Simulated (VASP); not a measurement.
# AlCo (Pm-3m) in VASP: further runs

Runs on AlCo. Level: LDA. Tasks: single point, relaxation of cell and atoms.

Everything below comes from runs of VASP 6.6.1. Logs are shortened: lines on timing, memory, paths and dates and some standing lists are left out, and cuts for length are marked.

### Step 1. The cell of the first run

The structure is cubic, space group Pm-3m (No. 221). Conventional cell: a = 2.819 Å, b = 2.819 Å, c = 2.819 Å, α = 90.00°, β = 90.00°, γ = 90.00°. Al (site symmetry m-3m) has 8 Co at 2.44 Å and 6 Al at 2.82 Å within 3.2 Å. Within 3.2 Å of Co (site symmetry m-3m) lie 8 Al at 2.44 Å and 6 Co at 2.82 Å.

### Step 2. Single point, LDA

Contents of INCAR:

```
SYSTEM = AlCo
PREC = Accurate ; ENCUT = 520
EDIFF = 1E-6 ; ISMEAR = 0
SIGMA = 0.1 ; LREAL = .FALSE.
LASPH = .TRUE. ; NELM = 60
ALGO = Normal ; ISIF = 2
LWAVE = .FALSE. ; LCHARG = .TRUE.
GGA = CA ; LELF = .TRUE.
LVHAR = .TRUE. ; NBANDS = 13
```

Contents of KPOINTS:

```
Automatic mesh
0
G
  6 6 6
  0 0 0
```

Contents of POSCAR:

```
AlCo
1.0
    2.8194032100      0.0000000000      0.0000000000
    0.0000000000      2.8194032100      0.0000000000
    0.0000000000      0.0000000000      2.8194032100
Al Co
1 1
Direct
    0.0000000000      0.0000000000      0.0000000000
    0.5000000000      0.5000000000      0.5000000000
```

Potentials or basis: VASP PAW LDA potentials, release 64 (Al, Co).

Run with:

```
> cat potpaw_LDA.64/Al/POTCAR potpaw_LDA.64/Co/POTCAR > POTCAR
> mpirun -np 1 vasp_std > vasp.out
```

OUTCAR:

```text
SYSTEM = AlCo
   PREC = Accurate
   ENCUT = 520
   EDIFF = 1E-6
   ISMEAR = 0
   LREAL = .FALSE.
   LASPH = .TRUE.
   NELM = 60
   ISIF = 2
   GGA = CA

 ion  position               nearest neighbor table
   1  0.000  0.000  0.000-   2 2.44   2 2.44   2 2.44   2 2.44   2 2.44   2 2.44   2 2.44   2 2.44

   2  0.500  0.500  0.500-   1 2.44   1 2.44   1 2.44   1 2.44   1 2.44   1 2.44   1 2.44   1 2.44

  LATTYP: Found a simple cubic cell.
 ALAT       =     2.8194032100

  Lattice vectors:

 A1 = (   2.8194032100,   0.0000000000,   0.0000000000)
 A2 = (   0.0000000000,   2.8194032100,   0.0000000000)
 A3 = (   0.0000000000,   0.0000000000,   2.8194032100)

Analysis of symmetry for initial positions (statically):
=====================================================================
 Subroutine PRICEL returns:
 Original cell was already a primitive cell.

 Routine SETGRP: Setting up the symmetry group for a
 simple cubic supercell.

 Subroutine GETGRP returns: Found 48 space group operations
 (whereof 48 operations were pure point group operations)
 out of a pool of 48 trial point group operations.

The static configuration has the point symmetry O_h .

Analysis of symmetry for dynamics (positions and initial velocities):
=====================================================================
 Subroutine PRICEL returns:
 Original cell was already a primitive cell.

 Routine SETGRP: Setting up the symmetry group for a
 simple cubic supercell.

 Subroutine GETGRP returns: Found 48 space group operations
 (whereof 48 operations were pure point group operations)
 out of a pool of 48 trial point group operations.

The dynamic configuration has the point symmetry O_h .

 Subroutine INISYM returns: Found 48 space group operations
 (whereof 48 operations are pure point group operations),
 and found     1 'primitive' translations

----------------------------------------------------------------------------------------

                                     Primitive cell

  volume of cell :      22.4115

  direct lattice vectors                    reciprocal lattice vectors
     2.819403210  0.000000000  0.000000000     0.354684990  0.000000000  0.000000000
     0.000000000  2.819403210  0.000000000     0.000000000  0.354684990  0.000000000
     0.000000000  0.000000000  2.819403210     0.000000000  0.000000000  0.354684990

  length of vectors
     2.819403210  2.819403210  2.819403210     0.354684990  0.354684990  0.354684990

  position of ions in fractional coordinates (direct lattice)
     0.000000000  0.000000000  0.000000000
     0.500000000  0.500000000  0.500000000

  ion indices of the primitive-cell ions
   primitive index   ion index
                 1           1
                 2           2

----------------------------------------------------------------------------------------

 KPOINTS: Automatic mesh

Automatic generation of k-mesh.
 Grid dimensions read from file:
 generate k-points for:    6    6    6

 Generating k-lattice:

  Cartesian coordinates                     Fractional coordinates (reciprocal lattice)
     0.059114165  0.000000000  0.000000000     0.166666667  0.000000000  0.000000000
     0.000000000  0.059114165  0.000000000     0.000000000  0.166666667  0.000000000
     0.000000000  0.000000000  0.059114165     0.000000000  0.000000000  0.166666667

  Length of vectors
     0.059114165  0.059114165  0.059114165

  Shift w.r.t. Gamma in fractional coordinates (k-lattice)
     0.000000000  0.000000000  0.000000000

 Subroutine IBZKPT returns following result:
 ===========================================

 Found     20 irreducible k-points:

 Following reciprocal coordinates:
            Coordinates               Weight
  0.000000  0.000000  0.000000      1.000000
  0.166667  0.000000  0.000000      6.000000
  0.333333  0.000000  0.000000      6.000000
  0.500000  0.000000  0.000000      3.000000
  0.166667  0.166667  0.000000     12.000000
  0.333333  0.166667  0.000000     24.000000
[... 12 lines left out ...]
  0.500000  0.500000  0.333333      6.000000
  0.500000  0.500000  0.500000      1.000000
   k-points           NKPTS =     20   k-points in BZ     NKDIM =     20   number of bands    NBANDS=     13
   number of dos      NEDOS =    301   number of ions     NIONS =      2
   total plane-waves  NPLWV =  13824
   dimension x,y,z NGX =    24 NGY =   24 NGZ =   24
   dimension x,y,z NGXF=    48 NGYF=   48 NGZF=   48
   ions per type =               1   1
   NGX,Y,Z   is equivalent  to a cutoff of  14.15, 14.15, 14.15 a.u.
   NGXF,Y,Z  is equivalent  to a cutoff of  28.30, 28.30, 28.30 a.u.
 SYSTEM =  AlCo
   PREC   = accura    normal or accurate (medium, high low for compatibility)
   ISTART =      0    job   : 0-new  1-cont  2-samecut
   ICHARG =      2    charge: 1-file 2-atom 10-const
   ISPIN  =      1    spin polarized calculation?
   LNONCOLLINEAR =      F non collinear calculations
   LSORBIT =      F    spin-orbit coupling
   LASPH  =      T    aspherical Exc in radial PAW
   ENCUT  =  520.0 eV  38.22 Ry    6.18 a.u.   5.24  5.24  5.24*2*pi/ulx,y,z
   NELM   =     60;   NELMIN=  2; NELMDL= -5     # of ELM steps
   EDIFF  = 0.1E-05   stopping-criterion for ELM
   LREAL  =      F    real-space projection
   EDIFFG = 0.1E-04   stopping-criterion for IOM
   NSW    =      0    number of steps for IOM
   IBRION =     -1    ionic relax: 0-MD 1-quasi-New 2-CG
   NFREE  =      0    steps in history (QN), initial steepest desc. (CG)
   ISIF   =      2    stress and relaxation
   ISYM   =      2    0-nonsym 1-usesym 2-fastsym
   POTIM  = 0.5000    time-step for ionic-motion
   TEBEG  =    0.0;   TEEND  =   0.0 temperature during run
   PSTRESS=    0.0 pullay stress
   NELECT =      12.0000    total number of electrons
   NUPDOWN=      -1.0000    fix difference up-down
   EMIN   =  10.00;   EMAX   =-10.00  energy-range for DOS
   EFERMI =   0.00;   METHOD = LEGACY
   ISMEAR =     0;   SIGMA  =   0.10  broadening in eV -4-tet -1-fermi 0-gaus
   EFERMI_NEDOS =   21; number of points for ismear=-14 and -15
   IALGO  =     38    algorithm
   IMIX   =      4    mixing-type and parameters
     AMIX     =   0.40;   BMIX     =  1.00
     AMIX_MAG =   1.60;   BMIX_MAG =  1.00
  volume/ion in A,a.u.               =      11.21        75.62
  Fermi-wavevector in a.u.,A,eV,Ry     =   1.329366  2.512138 24.044423  1.767215
  Thomas-Fermi vector in A             =   2.458534
   LORBIT       =      0    0 simple, 1 ext, 2 COOP (PROOUT), +10 PAW based schemes
   GGA     = CA    functional components
   LHFCALC =     F    Hartree Fock is set to
   AEXX    =    0.0000 exact exchange contribution
   IVDW    =     0    specifies the selected vdW correction
   LEPSILON=     F    determine dielectric tensor
   LRPA    =     F    only Hartree local field effects (RPA)
 non-spin polarized calculation
 Gauss-broadening in eV      SIGMA  =   0.10
  energy-cutoff  :      520.00
  volume of cell :       22.41
 maximum number of plane-waves:       624
 NGX is ok and might be reduce to    24
   NGX = 11   NGY = 11   NGZ = 11

 number of electron      11.9999996 magnetization

 Free energy of the ion-electron system (eV)
  ---------------------------------------------------
  ext. energy  EPLUGINS =         0.00000000
  ---------------------------------------------------
  free energy    TOTEN  =       -13.69927542 eV

  energy without entropy =      -13.69360480  energy(sigma->0) =      -13.69644011

 E-fermi :  10.7823     XC(G=0): -12.6697

 val. band max:       10.7520106483   @ k =   0.5000   0.3333   0.0000
 cond. band min:      10.8983092628   @ k =   0.5000   0.1667   0.0000
 fundamental gap:      0.1462986146
 Fermi energy:        10.7822844259

 k-point     1 :       0.0000    0.0000    0.0000
  band No.  band energies     occupation
      1      -0.4923      2.00000
      2       7.6171      2.00000
      3       7.6171      2.00000
      4       9.9067      2.00000
      5       9.9067      2.00000
      6       9.9067      2.00000
      7      16.8426      0.00000
      8      16.8426      0.00000
      9      16.8426      0.00000
     10      19.6998      0.00000
     11      19.6999      0.00000
     12      26.3592      0.00000
     13      32.6346      0.00000

 k-point     2 :       0.1667    0.0000    0.0000
  band No.  band energies     occupation
      1       0.0426      2.00000
      2       7.5223      2.00000
      3       7.7598      2.00000
      4       9.6413      2.00000
      5       9.6413      2.00000
      6       9.9365      2.00000
      7      13.8613      0.00000
      8      17.5643      0.00000
      9      17.5643      0.00000
     10      19.6120      0.00000
     11      22.2639      0.00000
     12      28.1284      0.00000
     13      29.2526      0.00000

 k-point     3 :       0.3333    0.0000    0.0000
  band No.  band energies     occupation
      1       1.5910      2.00000
      2       6.4288      2.00000
      3       8.0643      2.00000
      4       9.1864      2.00000
      5       9.1864      2.00000
      6       9.9966      2.00000
      7      11.4005      0.00000
      8      19.3959      0.00000
      9      19.4056      0.00000
     10      19.4056      0.00000
     11      24.4026      0.00000
     12      25.4176      0.00000
     13      25.4176      0.00000
[... 241 lines left out ...]
 k-point    19 :       0.5000    0.5000    0.3333
  band No.  band energies     occupation
      1       6.3026      2.00000
      2       6.8926      2.00000
      3       6.8926      2.00000
      4       9.5088      2.00000
      5      10.5017      1.99993
      6      11.8458      0.00000
      7      11.8458      0.00000
      8      13.2596      0.00000
      9      14.7210      0.00000
     10      17.8170      0.00000
     11      18.3312      0.00000
     12      18.3312      0.00000
     13      22.0765      0.00000

 k-point    20 :       0.5000    0.5000    0.5000
  band No.  band energies     occupation
      1       6.6861      2.00000
      2       6.6861      2.00000
      3       6.6861      2.00000
      4      10.5114      1.99987
      5      10.5114      1.99987
      6      13.1665      0.00000
      7      13.1665      0.00000
      8      13.1665      0.00000
      9      15.0605      0.00000
     10      16.3200      0.00000
     11      16.3200      0.00000
     12      16.3200      0.00000
     13      20.1891      0.00000

------------------------ aborting loop because EDIFF is reached ----------------------------------------

  FORCE on cell =-STRESS in cart. coord.  units (eV):
  Direction    XX          YY          ZZ          XY          YZ          ZX
  --------------------------------------------------------------------------------------
  -------------------------------------------------------------------------------------
  Total       -0.6717700     -0.6717700     -0.6717700      0.0000000     -0.0000000      0.0000000
  in kB      -48.0241447    -48.0241447    -48.0241447      0.0000000     -0.0000000      0.0000000
  external PRESSURE =     -48.0241447 kB  Pullay stress =       0.0000000 kB

 VOLUME and BASIS-vectors are now :
 -----------------------------------------------------------------------------
  energy-cutoff  :      520.00
  volume of cell :       22.41
      direct lattice vectors                 reciprocal lattice vectors
     2.819403210  0.000000000  0.000000000     0.354684990  0.000000000  0.000000000
     0.000000000  2.819403210  0.000000000     0.000000000  0.354684990  0.000000000
     0.000000000  0.000000000  2.819403210     0.000000000  0.000000000  0.354684990

 POSITION                                       TOTAL-FORCE (eV/Angst)
 -----------------------------------------------------------------------------------
      0.00000      0.00000      0.00000         0.000000      0.000000      0.000000
      1.40970      1.40970      1.40970         0.000000      0.000000      0.000000
 -----------------------------------------------------------------------------------
    total drift:                                0.000000     -0.000000     -0.000000

  FREE ENERGIE OF THE ION-ELECTRON SYSTEM (eV)
  ---------------------------------------------------
  free  energy   TOTEN  =       -13.6992754241 eV

  energy  without entropy=      -13.6936047967  energy(sigma->0) =      -13.69644011
```

Run time: 3.3 s. Hardware: 1 thread of Intel Xeon Platinum 8488C (Sapphire Rapids), shared host; peak memory 0.13 GiB.

What came out:

```
Free energy            : -13.6993 eV
Pressure               : -4.8 GPa
Band gap on the k mesh : zero (band 6 reaches 13.17 eV, above the bottom of band 7 at 10.47 eV)
```

Caveat: the k points lie up to 0.37 Å⁻¹ apart. Spin polarisation is off, so any magnetic state and its effect on volume and gap are missing.

### Step 3. Single point, LDA

This run uses another cell than the first one, of 10.90 Å³/atom, 0.973 times its volume.

Contents of INCAR:

```
SYSTEM = AlCo
PREC     = Accurate       ! precision mode
ENCUT    = 520            ! plane-wave cutoff, eV
EDIFF    = 1E-7           ! SCF threshold, eV
ISMEAR   = 0              ! smearing method
SIGMA    = 0.1            ! smearing width, eV
LREAL    = .False.        ! projectors in reciprocal space
LASPH    = .True.         ! aspherical terms in the spheres
NELM     = 80             ! most SCF steps
ALGO     = Normal         ! electronic algorithm
ISIF     = 2              ! what is computed and relaxed
LWAVE    = .False.        ! write WAVECAR
LCHARG   = .False.        ! write CHGCAR
NBANDS   = 13             ! bands
```

Contents of KPOINTS:

```
Automatic mesh
0
Gamma
  14 14 14
  0 0 0
```

Contents of POSCAR:

```
AlCo
1.0
    2.7937192586      0.0000000000      0.0000000000
    0.0000000000      2.7937192586      0.0000000000
    0.0000000000      0.0000000000      2.7937192586
Al Co
1 1
Direct
    0.0000000000      0.0000000000      0.0000000000
    0.5000000000      0.5000000000      0.5000000000
```

Potentials or basis: VASP PAW LDA potentials, release 64 (Al, Co).

Run with:

```
> cat potpaw_LDA.64/Al/POTCAR potpaw_LDA.64/Co/POTCAR > POTCAR
> mpirun -np 1 vasp_std > vasp.out
```

OUTCAR:

```text
SYSTEM = AlCo
   PREC = Accurate
   ENCUT = 520
   EDIFF = 1E-7
   ISMEAR = 0
   LREAL = .False.
   LASPH = .True.
   NELM = 80
   ISIF = 2

 ion  position               nearest neighbor table
   1  0.000  0.000  0.000-   2 2.42   2 2.42   2 2.42   2 2.42   2 2.42   2 2.42   2 2.42   2 2.42

   2  0.500  0.500  0.500-   1 2.42   1 2.42   1 2.42   1 2.42   1 2.42   1 2.42   1 2.42   1 2.42

  LATTYP: Found a simple cubic cell.
 ALAT       =     2.7937192586

  Lattice vectors:

 A1 = (   2.7937192586,   0.0000000000,   0.0000000000)
 A2 = (   0.0000000000,   2.7937192586,   0.0000000000)
 A3 = (   0.0000000000,   0.0000000000,   2.7937192586)

Analysis of symmetry for initial positions (statically):
=====================================================================
 Subroutine PRICEL returns:
 Original cell was already a primitive cell.

 Routine SETGRP: Setting up the symmetry group for a
 simple cubic supercell.

 Subroutine GETGRP returns: Found 48 space group operations
 (whereof 48 operations were pure point group operations)
 out of a pool of 48 trial point group operations.

The static configuration has the point symmetry O_h .

Analysis of symmetry for dynamics (positions and initial velocities):
=====================================================================
 Subroutine PRICEL returns:
 Original cell was already a primitive cell.

 Routine SETGRP: Setting up the symmetry group for a
 simple cubic supercell.

 Subroutine GETGRP returns: Found 48 space group operations
 (whereof 48 operations were pure point group operations)
 out of a pool of 48 trial point group operations.

The dynamic configuration has the point symmetry O_h .

 Subroutine INISYM returns: Found 48 space group operations
 (whereof 48 operations are pure point group operations),
 and found     1 'primitive' translations

----------------------------------------------------------------------------------------

                                     Primitive cell

  volume of cell :      21.8046

  direct lattice vectors                    reciprocal lattice vectors
     2.793719259  0.000000000  0.000000000     0.357945773  0.000000000  0.000000000
[... 121 lines left out ...]
 maximum number of plane-waves:       624
 NGX is ok and might be reduce to    24
   NGX = 11   NGY = 11   NGZ = 11

 number of electron      12.0000001 magnetization

 Free energy of the ion-electron system (eV)
  ---------------------------------------------------
  ext. energy  EPLUGINS =         0.00000000
  ---------------------------------------------------
  free energy    TOTEN  =       -13.71201741 eV

  energy without entropy =      -13.70912575  energy(sigma->0) =      -13.71057158

 E-fermi :  11.1260     XC(G=0): -12.8071

 val. band max:       11.1109254232   @ k =   0.5000   0.3571   0.0714
 cond. band min:      11.1933360316   @ k =   0.5000   0.2857   0.0000
 fundamental gap:      0.0824106084
 Fermi energy:        11.1259647438

 k-point     1 :       0.0000    0.0000    0.0000
  band No.  band energies     occupation
      1      -0.2974      2.00000
      2       7.8548      2.00000
      3       7.8548      2.00000
      4      10.2400      2.00000
      5      10.2400      2.00000
      6      10.2400      2.00000
      7      17.3701      0.00000
      8      17.3701      0.00000
      9      17.3701      0.00000
     10      20.1917      0.00000
     11      20.1917      0.00000
     12      27.3002      0.00000
     13      33.3608      0.00000
[... 354 lines left out ...]
  band No.  band energies     occupation
      1       2.9151      2.00000
      2       6.8572      2.00000
      3       8.3771      2.00000
      4       9.1293      2.00000
      5       9.5188      2.00000
      6       9.9741      2.00000
      7      11.8437      0.00000
      8      15.8795      0.00000
      9      19.8353      0.00000
     10      21.3691      0.00000
     11      23.7917      0.00000
     12      26.1912      0.00000
     13      28.5664      0.00000

 [... further k-points ...]

------------------------ aborting loop because EDIFF is reached ----------------------------------------

  FORCE on cell =-STRESS in cart. coord.  units (eV):
  Direction    XX          YY          ZZ          XY          YZ          ZX
  --------------------------------------------------------------------------------------
  -------------------------------------------------------------------------------------
  Total        0.0445562      0.0445562      0.0445562      0.0000000      0.0000000      0.0000000
  in kB        3.2739383      3.2739383      3.2739383      0.0000000      0.0000000      0.0000000
  external PRESSURE =       3.2739383 kB  Pullay stress =       0.0000000 kB

 VOLUME and BASIS-vectors are now :
 -----------------------------------------------------------------------------
  energy-cutoff  :      520.00
  volume of cell :       21.80
      direct lattice vectors                 reciprocal lattice vectors
     2.793719259  0.000000000  0.000000000     0.357945773  0.000000000  0.000000000
     0.000000000  2.793719259  0.000000000     0.000000000  0.357945773  0.000000000
     0.000000000  0.000000000  2.793719259     0.000000000  0.000000000  0.357945773

 POSITION                                       TOTAL-FORCE (eV/Angst)
 -----------------------------------------------------------------------------------
      0.00000      0.00000      0.00000         0.000000      0.000000      0.000000
      1.39686      1.39686      1.39686         0.000000      0.000000      0.000000
 -----------------------------------------------------------------------------------
    total drift:                                0.000000     -0.000000     -0.000000

  FREE ENERGIE OF THE ION-ELECTRON SYSTEM (eV)
  ---------------------------------------------------
  free  energy   TOTEN  =       -13.7120174140 eV

  energy  without entropy=      -13.7091257453  energy(sigma->0) =      -13.71057158
```

stdout:

```text
POSCAR found type information on POSCAR AlCo
 POSCAR found :  2 types and       2 ions
 scaLAPACK will be used
 LDA part: xc-table for (Slater(with rela. corr.)+CA(PZ))
 , standard interpolation
 POSCAR, INCAR and KPOINTS ok, starting setup
 FFT: planning ... GRIDC
 FFT: planning ... GRID_SOFT
 FFT: planning ... GRID
 WAVECAR not read
 entering main loop
```

Wall time 13 s (1 thread of Intel Xeon Platinum 8488C (Sapphire Rapids), shared host); peak memory 0.15 GiB.

Results:

| Item | Value |
| --- | --- |
| Free energy | -13.7120 eV |
| Pressure | 0.3 GPa |
| Band gap on the k mesh | zero (band 6 reaches 13.55 eV, above the bottom of band 7 at 10.83 eV) |

Spin polarisation is off, so any magnetic state and its effect on volume and gap are missing.

[end of part 1 of 2]
